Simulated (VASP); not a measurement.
# SrO (I4/mmm) in VASP: notebook, part 2 of 2

VASP 6.6.1. The steps go on from the part before.

### 4 Single point, PBE (strain +0.080 along x and y, +0.040 along z)

INCAR

```
PREC = Accurate ; ENCUT = 520
EDIFF = 1E-6 ; ISMEAR = 0
SIGMA = 0.05 ; LREAL = F
LASPH = T ; NELM = 60
ALGO = Normal ; ISIF = 2
LWAVE = F ; LCHARG = F
GGA = PE ; NBANDS = 15
```

KPOINTS

```
regular mesh
0
Gamma
  8 8 8
```

POSCAR

```
SrO
1.0
    0.0000000000      2.8051830992      2.7012874288
    2.8051830992      0.0000000000      2.7012874288
    2.8051830992      2.8051830992      0.0000000000
Sr O
1 1
Direct
    0.0000000000      0.0000000000      0.0000000000
    0.5000000000      0.5000000000      0.5000000000
```

Potentials or basis: VASP PAW PBE potentials, release 64 (Sr_sv, O).

On the command line:

```console
$ cat potpaw_PBE.64/Sr_sv/POTCAR potpaw_PBE.64/O/POTCAR > POTCAR
$ mpirun -np 1 vasp_std > vasp.out
```

OUTCAR:

```text
PREC = Accurate
   ENCUT = 520
   EDIFF = 1E-6
   ISMEAR = 0
   LREAL = F
   LASPH = T
   NELM = 60
   ISIF = 2
   GGA = PE

 ion  position               nearest neighbor table
   1  0.000  0.000  0.000-   2 2.70   2 2.70   2 2.81   2 2.81   2 2.81   2 2.81
   2  0.500  0.500  0.500-   1 2.70   1 2.70   1 2.81   1 2.81   1 2.81   1 2.81

  LATTYP: Found a body centered tetragonal cell.
 ALAT       =     3.9671279838
 C/A-ratio  =     1.3618352823

  Lattice vectors:

 A1 = (   0.0000000000,  -2.8051830992,  -2.7012874288)
 A2 = (   0.0000000000,   2.8051830992,  -2.7012874288)
 A3 = (   2.8051830992,   0.0000000000,   2.7012874288)

Analysis of symmetry for initial positions (statically):
=====================================================================
 Subroutine PRICEL returns:
 Original cell was already a primitive cell.

 Routine SETGRP: Setting up the symmetry group for a
 body centered tetragonal supercell.

 Subroutine GETGRP returns: Found 16 space group operations
 (whereof 16 operations were pure point group operations)
 out of a pool of 16 trial point group operations.

The static configuration has the point symmetry D_4h.

Analysis of symmetry for dynamics (positions and initial velocities):
=====================================================================
 Subroutine PRICEL returns:
 Original cell was already a primitive cell.

 Routine SETGRP: Setting up the symmetry group for a
 body centered tetragonal supercell.

 Subroutine GETGRP returns: Found 16 space group operations
 (whereof 16 operations were pure point group operations)
 out of a pool of 16 trial point group operations.

The dynamic configuration has the point symmetry D_4h.

 Subroutine INISYM returns: Found 16 space group operations
 (whereof 16 operations are pure point group operations),
 and found     1 'primitive' translations

----------------------------------------------------------------------------------------

[... 117 lines left out ...]
   GGA     = PE    functional components
   LHFCALC =     F    Hartree Fock is set to
   AEXX    =    0.0000 exact exchange contribution
   IVDW    =     0    specifies the selected vdW correction
   LEPSILON=     F    determine dielectric tensor
   LRPA    =     F    only Hartree local field effects (RPA)
 non-spin polarized calculation
 Gauss-broadening in eV      SIGMA  =   0.05
  energy-cutoff  :      520.00
  volume of cell :       42.51
 maximum number of plane-waves:      1166
 NGX is ok and might be reduce to    30
   NGX = 15   NGY = 15   NGZ = 15

 number of electron      16.0000000 magnetization

 Free energy of the ion-electron system (eV)
  ---------------------------------------------------
  ext. energy  EPLUGINS =         0.00000000
  ---------------------------------------------------
  free energy    TOTEN  =       -11.77678531 eV

  energy without entropy =      -11.77678531  energy(sigma->0) =      -11.77678531

 E-fermi :   1.0371     XC(G=0):  -9.0178

 val. band max:        0.7818391054   @ k =   0.0000   0.0000   0.0000
 cond. band min:       3.3145449257   @ k =   0.0000   0.0000   0.0000
 fundamental gap:      2.5327058202
 Fermi energy:         1.0370548852

 k-point     1 :       0.0000    0.0000    0.0000
  band No.  band energies     occupation
      1     -32.5214      2.00000
      2     -14.3289      2.00000
      3     -14.3289      2.00000
      4     -14.2853      2.00000
      5     -14.0843      2.00000
      6       0.7225      2.00000
      7       0.7225      2.00000
      8       0.7818      2.00000
      9       3.3145      0.00000
     10       6.3342      0.00000
     11       6.3342      0.00000
     12       6.5525      0.00000
     13       7.9083      0.00000
     14       8.3444      0.00000
[... 401 lines left out ...]
      2     -15.2580      2.00000
      3     -14.4004      2.00000
      4     -14.3601      2.00000
      5     -13.2589      2.00000
      6      -0.6205      2.00000
      7       0.1277      2.00000
      8       0.2627      2.00000
      9       5.8456      0.00000
     10       6.2171      0.00000
     11       7.9536      0.00000
     12       8.2145      0.00000
     13       9.6302      0.00000
     14       9.8491      0.00000
     15      13.6515      0.00000

 [... further k-points ...]
[... 5 lines left out ...]
  --------------------------------------------------------------------------------------
  -------------------------------------------------------------------------------------
  Total       -2.8069582     -2.8069582     -2.5401100      0.0000000      0.0000000      0.0000000
  in kB     -105.7848095   -105.7848095    -95.7281985      0.0000000      0.0000000      0.0000000
  external PRESSURE =    -102.4326058 kB  Pullay stress =       0.0000000 kB

 VOLUME and BASIS-vectors are now :
 -----------------------------------------------------------------------------
  energy-cutoff  :      520.00
  volume of cell :       42.51
      direct lattice vectors                 reciprocal lattice vectors
     0.000000000  2.805183099  2.701287429    -0.178241485  0.178241485  0.185096926
     2.805183099  0.000000000  2.701287429     0.178241485 -0.178241485  0.185096926
     2.805183099  2.805183099  0.000000000     0.178241485  0.178241485 -0.185096926

 POSITION                                       TOTAL-FORCE (eV/Angst)
 -----------------------------------------------------------------------------------
      0.00000      0.00000      0.00000        -0.000000      0.000000      0.000000
      2.80518      2.80518      2.70129         0.000000      0.000000      0.000000
 -----------------------------------------------------------------------------------
    total drift:                                0.000000      0.000000      0.000000

  FREE ENERGIE OF THE ION-ELECTRON SYSTEM (eV)
  ---------------------------------------------------
  free  energy   TOTEN  =       -11.7767853050 eV

  energy  without entropy=      -11.7767853050  energy(sigma->0) =      -11.77678531
```

Run time: 44 s. Hardware: 1 thread of Intel Xeon 6975P-C, shared host; peak memory 0.19 GiB.

Results:

* Free energy: -11.7768 eV
* Pressure: -10.2 GPa
* Band gap on the k mesh: 2.53 eV, direct

Caveat: the cell differs from its parent crystal (strain +0.080 along x and y, +0.040 along z).

### 5 The runs side by side

| cell | gap on the mesh (eV) | pressure (GPa) |
| --- | --- | --- |
| a = 3.747, b = 3.747, c = 3.820 Å, angles 59.4, 59.4, 61.3°, 2 atoms | 3.14 | -5.0 |
| a = 3.823, b = 3.823, c = 3.967 Å, angles 58.7, 58.7, 62.5°, 2 atoms | 2.63 | -8.2 |
| a = 3.894, b = 3.894, c = 3.967 Å, angles 59.4, 59.4, 61.2°, 2 atoms | 2.53 | -10.2 |

Alike in all rows: task single point; level PBE; potentials or basis VASP PAW PBE potentials, release 64 (Sr_sv, O); no spin polarisation; k mesh 8 × 8 × 8; cutoff (eV) 520; smearing gaussian 0.05 eV.

Absolute energies hang on the potentials; compare differences alone.
